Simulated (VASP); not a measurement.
# SrO (P1) in VASP: further runs

SrO is run at these levels: PBE, PBEsol; tasks: single point.

Program: VASP 6.6.1. These are calculated values, not measurements. Logs are shortened: lines on timing, memory, paths and dates and some standing lists are left out, and cuts for length are marked.

### Step 1. The cell of the first run

The typed cell holds 16 atoms: a = 7.297 Å, b = 7.297 Å, c = 7.297 Å, α = 60.00°, β = 60.00°, γ = 60.00°.

### Step 2. Single point, PBE

Contents of INCAR:

```
  PREC = Accurate
  ENCUT = 520
  EDIFF = 1E-6
  ISMEAR = -1
  SIGMA = 0.069
  LREAL = Auto
  LASPH = T
  NELM = 100
  ALGO = Normal
  ISIF = 2
  LWAVE = F
  LCHARG = T
  GGA = PE
  LELF = T
  LVHAR = T
  NBANDS = 78
```

Contents of KPOINTS:

```
regular mesh
0
Gamma
  2 2 2
```

Contents of POSCAR:

```
SrO
1.0
    0.0000000000      5.1597846531      5.1597846531
    5.1597846531      0.0000000000      5.1597846531
    5.1597846531      5.1597846531      0.0000000000
Sr O
8 8
Direct
   -0.0194125350     -0.0016769111      0.0202441588
   -0.0050138720      0.0045952499      0.4831530127
    0.0148408325      0.5001618621     -0.0168197911
    0.0030906329      0.4999388877      0.5051294144
    0.4938118878      0.0020717919      0.0121363592
    0.4763005949      0.0152170110      0.5160522539
    0.5200474788      0.4790310383     -0.0089777003
    0.4937170195      0.4888071246      0.5153471857
    0.2547115991      0.2457676212      0.2469124364
    0.2600966107      0.2679490702      0.7141574209
    0.2317400978      0.7724865024      0.2414463168
    0.2373009888      0.7482405293      0.7482655304
    0.7335069687      0.2627311198      0.2455524959
    0.7833210631      0.2467878188      0.7404615225
    0.7646009989      0.7409895484      0.2462900267
    0.7442445292      0.7265885598      0.7714483777
```

Potentials or basis: VASP PAW PBE potentials, release 64 (Sr_sv, O).

Launch:

```console
cat potpaw_PBE.64/Sr_sv/POTCAR potpaw_PBE.64/O/POTCAR > POTCAR
mpirun -np 1 vasp_std > vasp.out
```

OUTCAR:

```text
PREC = Accurate
   ENCUT = 520
   EDIFF = 1E-6
   ISMEAR = -1
   LREAL = Auto
   LASPH = T
   NELM = 100
   ISIF = 2
   GGA = PE

 ion  position               nearest neighbor table
   1  0.981  0.998  0.020-  11 2.44  15 2.45  14 2.48  13 2.53  12 2.70  10 2.84   7 3.44   2 3.46
                             5 3.57   4 3.59   6 3.65   6 3.65   3 3.65   3 3.66   4 3.71   5 3.73
   2  0.995  0.005  0.483-  11 2.45  13 2.58   9 2.59  14 2.59  12 2.62  16 2.74   1 3.46   5 3.54
                             4 3.58   8 3.60   6 3.63   3 3.63   3 3.67   6 3.68   8 3.71   4 3.73
   3  0.015  0.500  0.983-  12 2.43  16 2.50  10 2.59   9 2.60  15 2.60  13 2.68   8 3.45   4 3.53
                             5 3.57   2 3.63   7 3.64   1 3.65   1 3.66   7 3.66   2 3.67   5 3.74
   4  0.003  0.500  0.505-  10 2.41  14 2.44  16 2.55  15 2.57  11 2.59   9 2.64   6 3.50   3 3.53
                             7 3.54   2 3.58   8 3.58   1 3.59   1 3.71   8 3.72   2 3.73   7 3.76
   5  0.494  0.002  0.012-   9 2.47  11 2.54  15 2.61  16 2.67  10 2.75  14 2.76   7 3.50   2 3.54
                             1 3.57   3 3.57   8 3.59   6 3.64   6 3.66   8 3.71   1 3.73   3 3.74
   6  0.476  0.015  0.516-  10 2.34   9 2.54  13 2.61  12 2.62  16 2.71  15 2.81   4 3.50   8 3.52
                             7 3.62   2 3.63   5 3.64   1 3.65   1 3.65   5 3.66   2 3.68   7 3.70
   7  0.520  0.479  0.991-  13 2.42  16 2.44  14 2.50   9 2.58  12 2.72  11 2.81   1 3.44   5 3.50
                             8 3.53   4 3.54   6 3.62   3 3.64   3 3.66   6 3.70   4 3.76   8 3.77
   8  0.494  0.489  0.515-  10 2.35  12 2.54  13 2.56  14 2.67  15 2.70  11 2.77   3 3.45   6 3.52
                             7 3.53   4 3.58   5 3.59   2 3.60   2 3.71   5 3.71   4 3.72   7 3.77
   9  0.255  0.246  0.247-   5 2.47   6 2.54   7 2.58   2 2.59   3 2.60   4 2.64
  10  0.260  0.268  0.714-   6 2.34   8 2.35   4 2.41   3 2.59   5 2.75   1 2.84
  11  0.232  0.772  0.241-   1 2.44   2 2.45   5 2.54   4 2.59   8 2.77   7 2.81
  12  0.237  0.748  0.748-   3 2.43   8 2.54   6 2.62   2 2.62   1 2.70   7 2.72
  13  0.734  0.263  0.246-   7 2.42   1 2.53   8 2.56   2 2.58   6 2.61   3 2.68
  14  0.783  0.247  0.740-   4 2.44   1 2.48   7 2.50   2 2.59   8 2.67   5 2.76
  15  0.765  0.741  0.246-   1 2.45   4 2.57   3 2.60   5 2.61   8 2.70   6 2.81
  16  0.744  0.727  0.771-   7 2.44   3 2.50   4 2.55   5 2.67   6 2.71   2 2.74

  LATTYP: Found a face centered cubic cell.
 ALAT       =    10.3195693062

  Lattice vectors:

 A1 = (   0.0000000000,   5.1597846531,   5.1597846531)
 A2 = (   5.1597846531,   0.0000000000,   5.1597846531)
 A3 = (   5.1597846531,   5.1597846531,   0.0000000000)

Analysis of symmetry for initial positions (statically):
=====================================================================
 Subroutine PRICEL returns:
 Original cell was already a primitive cell.

 Routine SETGRP: Setting up the symmetry group for a
 face centered cubic supercell.

 Subroutine GETGRP returns: Found  1 space group operations
[... 142 lines left out ...]
   EFERMI =   0.00;   METHOD = LEGACY
   ISMEAR =    -1;   SIGMA  =   0.07  broadening in eV -4-tet -1-fermi 0-gaus
   EFERMI_NEDOS =   21; number of points for ismear=-14 and -15
   IALGO  =     38    algorithm
   IMIX   =      4    mixing-type and parameters
     AMIX     =   0.40;   BMIX     =  1.00
     AMIX_MAG =   1.60;   BMIX_MAG =  1.00
  volume/ion in A,a.u.               =      17.17       115.88
  Fermi-wavevector in a.u.,A,eV,Ry     =   1.269122  2.398292 21.914492  1.610670
  Thomas-Fermi vector in A             =   2.402180
   LORBIT       =      0    0 simple, 1 ext, 2 COOP (PROOUT), +10 PAW based schemes
   GGA     = PE    functional components
   LHFCALC =     F    Hartree Fock is set to
   AEXX    =    0.0000 exact exchange contribution
   IVDW    =     0    specifies the selected vdW correction
   LEPSILON=     F    determine dielectric tensor
   LRPA    =     F    only Hartree local field effects (RPA)
 non-spin polarized calculation
  energy-cutoff  :      520.00
  volume of cell :      274.74
 maximum number of plane-waves:      7391
   NGX = 27   NGY = 27   NGZ = 27

 number of electron     127.9999999 magnetization

 Free energy of the ion-electron system (eV)
  ---------------------------------------------------
  ext. energy  EPLUGINS =         0.00000000
  ---------------------------------------------------
  free energy    TOTEN  =       -95.42438611 eV

  energy without entropy =      -95.42438611  energy(sigma->0) =      -95.42438611

 E-fermi :   3.3118     XC(G=0):  -9.9636

 val. band max:        1.6320859819   @ k =   0.0000   0.0000   0.0000
 cond. band min:       4.9239541264   @ k =   0.0000   0.0000   0.0000
 fundamental gap:      3.2918681445
 Fermi energy:         3.3117703370

 k-point     1 :       0.0000    0.0000    0.0000
  band No.  band energies     occupation
      1     -31.0671      2.00000
      2     -30.8214      2.00000
      3     -30.7522      2.00000
      4     -30.7407      2.00000
      5     -30.6030      2.00000
      6     -30.5525      2.00000
[... 621 lines left out ...]
     75       7.9725      0.00000
     76       8.1295      0.00000
 [bands above 76 left out]

------------------------ aborting loop because EDIFF is reached ----------------------------------------

  FORCE on cell =-STRESS in cart. coord.  units (eV):
  Direction    XX          YY          ZZ          XY          YZ          ZX
  --------------------------------------------------------------------------------------
  -------------------------------------------------------------------------------------
  Total        6.7390403      6.2879946      7.0022662      0.0319357      0.1737214      0.1030294
  in kB       39.2992184     36.6689112     40.8342400      0.1862355      1.0130692      0.6008238
  external PRESSURE =      38.9341232 kB  Pullay stress =       0.0000000 kB

 VOLUME and BASIS-vectors are now :
 -----------------------------------------------------------------------------
  energy-cutoff  :      520.00
  volume of cell :      274.74
      direct lattice vectors                 reciprocal lattice vectors
     0.000000000  5.159784653  5.159784653    -0.096903269  0.096903269  0.096903269
     5.159784653  0.000000000  5.159784653     0.096903269 -0.096903269  0.096903269
     5.159784653  5.159784653  0.000000000     0.096903269  0.096903269 -0.096903269

 POSITION                                       TOTAL-FORCE (eV/Angst)
 -----------------------------------------------------------------------------------
      5.25559      5.16408     10.21075        -0.959062     -0.035864      0.155921
      2.51668      7.62688      5.15762         0.708635      0.667219     -0.034068
      7.65373      5.14957      2.65730         0.993359     -0.088654     -0.493857
      5.18594      2.62231      2.59552        -0.323336     -0.939749      0.072217
      0.07331      2.61058      2.55865        -0.897419      0.480078     -0.376130
      2.74123      5.12033      2.53612        -1.193754      0.250356     -0.511845
[... 8 lines left out ...]
      5.09415      5.21598      7.76852         0.307219     -0.458427     -0.176356
      7.72955      7.82065      7.58918         0.177394     -0.510914      0.734640
 -----------------------------------------------------------------------------------
    total drift:                                0.011675     -0.003602     -0.001772

  FREE ENERGIE OF THE ION-ELECTRON SYSTEM (eV)
  ---------------------------------------------------
  free  energy   TOTEN  =       -95.4243861079 eV

  energy  without entropy=      -95.4243861078  energy(sigma->0) =      -95.42438611
```

OSZICAR:

```text
N       E                     dE             d eps       ncg     rms          rms(c)
DAV:   1     0.916513841504E+03    0.91651E+03   -0.67400E+04  1248   0.158E+03
DAV:   2    -0.355653509482E+02   -0.95208E+03   -0.91464E+03  1576   0.368E+02
DAV:   3    -0.110168471017E+03   -0.74603E+02   -0.74231E+02  1584   0.948E+01
DAV:   4    -0.113450215027E+03   -0.32817E+01   -0.32757E+01  1880   0.180E+01
DAV:   5    -0.113580493435E+03   -0.13028E+00   -0.13026E+00  1706   0.281E+00    0.488E+01
DAV:   6    -0.957735389646E+02    0.17807E+02   -0.11669E+02  1510   0.309E+01    0.628E+01
DAV:   7    -0.957139295051E+02    0.59609E-01   -0.94046E+00  1544   0.964E+00    0.406E+01
DAV:   8    -0.955115948298E+02    0.20233E+00   -0.39462E+00  1384   0.682E+00    0.964E+00
DAV:   9    -0.954095926273E+02    0.10200E+00   -0.69289E-01  1592   0.299E+00    0.252E+00
DAV:  10    -0.954216895435E+02   -0.12097E-01   -0.81541E-02  1696   0.825E-01    0.809E-01
DAV:  11    -0.954239978277E+02   -0.23083E-02   -0.49759E-03  1952   0.259E-01    0.263E-01
DAV:  12    -0.954242015212E+02   -0.20369E-03   -0.22470E-03  1640   0.175E-01    0.986E-02
DAV:  13    -0.954243758281E+02   -0.17431E-03   -0.62960E-04  1568   0.776E-02    0.430E-02
DAV:  14    -0.954243855638E+02   -0.97357E-05   -0.15758E-04  1528   0.472E-02    0.347E-02
DAV:  15    -0.954243851465E+02    0.41725E-06   -0.20238E-05  1496   0.187E-02    0.240E-02
DAV:  16    -0.954243861079E+02   -0.96140E-06   -0.42357E-06  1232   0.769E-03
   1 F= -.95424386E+02 E0= -.95424386E+02  d E =-.114121E-09
```

Run time: 3.8 min. Hardware: 1 thread of Intel Xeon 6975P-C (Granite Rapids), shared host; peak memory 0.42 GiB.

What came out:

```
Free energy            : -95.4244 eV
Pressure               : 3.9 GPa
Largest force          : 1.676 eV/Å
Band gap on the k mesh : 3.29 eV
```

Forces in eV/Å, atoms in the order of the input:
```
Sr  -0.959 -0.036  0.156
Sr   0.709  0.667 -0.034
Sr   0.993 -0.089 -0.494
Sr  -0.323 -0.940  0.072
Sr  -0.897  0.480 -0.376
Sr  -1.194  0.250 -0.512
Sr   1.113 -0.521  0.163
Sr  -0.211 -0.363  1.623
O   -0.186 -0.049 -0.087
O    0.742  0.983 -0.586
O   -0.174  0.576  0.246
O   -0.132  0.131  0.381
O   -0.114  0.594 -0.193
O    0.149 -0.715 -0.917
O    0.307 -0.458 -0.176
O    0.177 -0.511  0.735
```

Caveat: the k points lie up to 0.53 Å⁻¹ apart; the atoms stand as in a frame of molecular dynamics; forces of over 1 eV/Å act on the atoms, so gaps and moduli don't describe the material at rest.

### Step 3. Single point, PBEsol

Contents of INCAR:

```
SYSTEM = SrO
PREC = Accurate ; ENCUT = 520
EDIFF = 1E-6 ; ISMEAR = -1
SIGMA = 0.146 ; LREAL = Auto
LASPH = .TRUE. ; NELM = 100
ALGO = Normal ; ISIF = 2
LWAVE = .FALSE. ; LCHARG = .TRUE.
GGA = PS ; LELF = .TRUE.
LVHAR = .TRUE. ; NBANDS = 78
```

Contents of KPOINTS:

```
regular mesh
0
G
  2 2 2
  0 0 0
```

Contents of POSCAR:

```
SrO
1.0
    0.0000000000      5.1597846531      5.1597846531
    5.1597846531      0.0000000000      5.1597846531
    5.1597846531      5.1597846531      0.0000000000
Sr O
8 8
Direct
    0.0044231497      0.0027263735     -0.0102168024
   -0.0007251272      0.0031810436      0.4910289228
    0.0107546155      0.4976947048      0.0009441285
   -0.0018424219      0.5066964371      0.5039569817
    0.4965281833      0.0139896342      0.0041198425
    0.4992863410     -0.0074499233      0.4988702384
    0.4984350458      0.4955963615      0.0062437683
    0.4948254960      0.4869658656      0.5075225375
    0.2219770934      0.2705457871      0.2744228868
    0.2192926791      0.2611436505      0.7775772188
    0.2509209370      0.7232034379      0.2665431006
    0.2331521722      0.7539535584      0.7432759810
    0.7361599864      0.2570419289      0.2481140369
    0.7845792552      0.2391340110      0.7113556566
    0.7387161977      0.7735755983      0.2705689469
    0.7613967954      0.7433718184      0.7316643530
```

Potentials or basis: VASP PAW PBE potentials, release 64 (Sr_sv, O).

Launch:

```console
cat potpaw_PBE.64/Sr_sv/POTCAR potpaw_PBE.64/O/POTCAR > POTCAR
mpirun -np 1 vasp_std > vasp.out
```

Run time: 3.8 min. Hardware: 1 thread of Intel Xeon 6975P-C (Granite Rapids), shared host; peak memory 0.43 GiB.

The run converged. Its results:

- Free energy: -100.0728 eV
- Pressure: 0.0 GPa
- Largest force: 1.786 eV/Å
- Band gap on the k mesh: 3.06 eV

Forces in eV/Å, atoms in the order of the input:
```
Sr   0.122  0.039 -0.292
Sr  -0.263  0.071 -0.236
Sr   0.736 -0.684 -0.404
Sr  -0.054 -0.146 -0.325
Sr  -0.690  0.276 -0.340
Sr   0.648  0.178  0.025
Sr   0.285  0.057  0.441
Sr   0.048 -0.166  0.526
O   -1.676 -0.007  0.471
O   -0.579  0.819  0.449
O   -0.205 -0.359  1.212
O   -0.012  0.670  0.192
O   -0.117 -0.015  0.030
O    1.344  0.035 -1.176
O   -0.961 -0.792 -0.188
O    1.375  0.023 -0.386
```

Stress tensor (GPa, compression positive):
```
 1.83 -0.12  0.20
-0.12 -1.12  0.04
 0.20  0.04 -0.64
```

Levels at points of the mesh, in eV from the valence-band top:
```tsv
k point	band 61	band 62	band 63	band 64	band 65	band 66	band 67	band 68
(0.00, 0.00, 0.00)	-0.11	-0.07	-0.06	0.00	3.06	3.15	3.20	3.56
(0.50, 0.00, 0.00)	-0.59	-0.56	-0.50	-0.38	4.25	4.37	4.60	4.94
(0.00, 0.50, 0.00)	-0.59	-0.56	-0.50	-0.38	4.37	4.48	4.62	4.82
(0.00, 0.00, 0.50)	-0.56	-0.54	-0.51	-0.37	4.26	4.27	4.64	4.87
(0.50, 0.50, 0.50)	-0.58	-0.55	-0.52	-0.39	4.26	4.53	4.64	4.77
(0.50, 0.50, 0.00)	-0.22	-0.20	-0.16	-0.12	4.03	4.20	5.01	5.32
(0.00, 0.50, 0.50)	-0.25	-0.22	-0.17	-0.13	4.05	4.29	5.04	5.30
(0.50, 0.00, 0.50)	-0.27	-0.22	-0.17	-0.12	4.02	4.35	5.10	5.27
```

Caveat: the k points lie up to 0.53 Å⁻¹ apart; the atoms stand as in a frame of molecular dynamics; the PAW data sets were made with another functional, which shifts forces and pressure a little.

### Step 4. Single point, PBEsol

Contents of INCAR:

```
PREC = Accurate ; ENCUT = 520
EDIFF = 1E-6 ; ISMEAR = -1
SIGMA = 0.146 ; LREAL = Auto
LASPH = T ; NELM = 60
ALGO = Normal ; ISIF = 2
LWAVE = F ; LCHARG = F
GGA = PS ; NBANDS = 78
```

Contents of KPOINTS:

```
regular mesh
0
Gamma
  2 2 2
```

Contents of POSCAR:

```
SrO
1.0
    0.0000000000      5.1597846531      5.1597846531
    5.1597846531      0.0000000000      5.1597846531
    5.1597846531      5.1597846531      0.0000000000
Sr O
8 8
Direct
    0.0055747482      0.0100394694     -0.0204158714
   -0.0066260517      0.0019564770      0.4837134043
    0.0123034204      0.5014602690      0.0018272080
   -0.0009338568      0.5118656451      0.5027385200
    0.4889361029      0.0202731329      0.0200039356
    0.5009565658     -0.0169483817      0.4932279487
    0.4912433697      0.4954826939      0.0156564674
    0.4918184906      0.4782814916      0.5094698087
    0.2194690430      0.2779722598      0.2750715573
    0.2070529241      0.2653266739      0.8100141345
    0.2616466753      0.6950533290      0.2812655174
    0.2202106437      0.7490542261      0.7449222707
    0.7257963756      0.2513775452      0.2493859892
    0.7861073228      0.2249096771      0.7061472028
    0.7373862004      0.7939474756      0.2659078028
    0.7509885122      0.7440360903      0.7379602553
```

Launch:

```console
cat potpaw_PBE.64/Sr_sv/POTCAR potpaw_PBE.64/O/POTCAR > POTCAR
mpirun -np 1 vasp_std > vasp.out
```

Wall time 3.7 min (1 thread of Intel Xeon 6975P-C (Granite Rapids), shared host); peak memory 0.43 GiB.

It converged, with:

* Free energy: -99.1099 eV
* Pressure: 1.9 GPa
* Largest force: 2.096 eV/Å
* Band gap on the k mesh: 3.13 eV

Forces on the atoms (eV/Å):
```
Sr   0.038 -0.160 -0.499
Sr  -0.101  0.262 -0.331
Sr   1.665 -0.981 -0.669
Sr   0.120 -0.143 -1.137
Sr  -1.273 -0.005 -0.105
Sr   2.007  0.453 -0.106
Sr   0.030 -0.039  0.737
Sr   0.213  0.377  0.353
O   -1.739  0.118  0.145
O   -1.756  0.462  0.495
O    0.192 -0.862  1.596
O   -0.046  0.684  0.824
O   -0.086  0.210  0.127
O    1.721  0.150 -0.788
O   -2.021 -0.452 -0.323
O    1.036 -0.076 -0.319
```

Stress tensor (GPa, compression positive):
```
 5.38 -0.26  0.24
-0.26 -0.17  0.19
 0.24  0.19  0.60
```

Levels at points of the mesh, in eV from the valence-band top:
```csv
k point,band 61,band 62,band 63,band 64,band 65,band 66,band 67,band 68
"(0.00, 0.00, 0.00)",-0.12,-0.05,-0.04,0.00,3.13,3.34,3.42,3.55
"(0.50, 0.00, 0.00)",-0.58,-0.53,-0.44,-0.30,4.25,4.38,4.51,5.00
"(0.00, 0.50, 0.00)",-0.55,-0.53,-0.42,-0.32,4.39,4.44,4.69,4.83
"(0.00, 0.00, 0.50)",-0.51,-0.47,-0.41,-0.28,4.15,4.31,4.64,4.74
"(0.50, 0.50, 0.50)",-0.51,-0.48,-0.46,-0.30,4.26,4.43,4.69,4.90
"(0.50, 0.50, 0.00)",-0.25,-0.18,-0.16,-0.11,4.03,4.26,4.97,5.11
"(0.00, 0.50, 0.50)",-0.28,-0.22,-0.15,-0.09,4.05,4.39,4.95,5.00
"(0.50, 0.00, 0.50)",-0.30,-0.23,-0.16,-0.10,4.12,4.58,4.99,5.10
```

Caveat: the k points lie up to 0.53 Å⁻¹ apart; the atoms stand as in a frame of molecular dynamics; the PAW data sets were made with another functional, which shifts forces and pressure a little.

### Step 5. The runs side by side

```tsv
level	cell	smearing	gap on the mesh (eV)	pressure (GPa)	largest force (eV/Å)
PBE	as given, atomic positions A	fermi-dirac 0.069 eV	3.29	3.9	1.68
PBEsol	as given, atomic positions B	fermi-dirac 0.146 eV	3.06	0.0	1.79
PBEsol	as given, atomic positions C	fermi-dirac 0.146 eV	3.13	1.9	2.10
```

Alike in all rows: task single point; potentials or basis VASP PAW PBE potentials, release 64 (Sr_sv, O); no spin polarisation; k mesh 2 × 2 × 2; cutoff (eV) 520.

Caveats: all runs use coarse meshes; the atoms stand as in a frame of molecular dynamics; the PAW data sets were made with another functional, which shifts forces and pressure a little (at least some runs); forces of over 1 eV/Å act on the atoms, so gaps and moduli don't describe the material at rest (at least some runs).

Absolute energies hang on the potentials; compare differences alone.
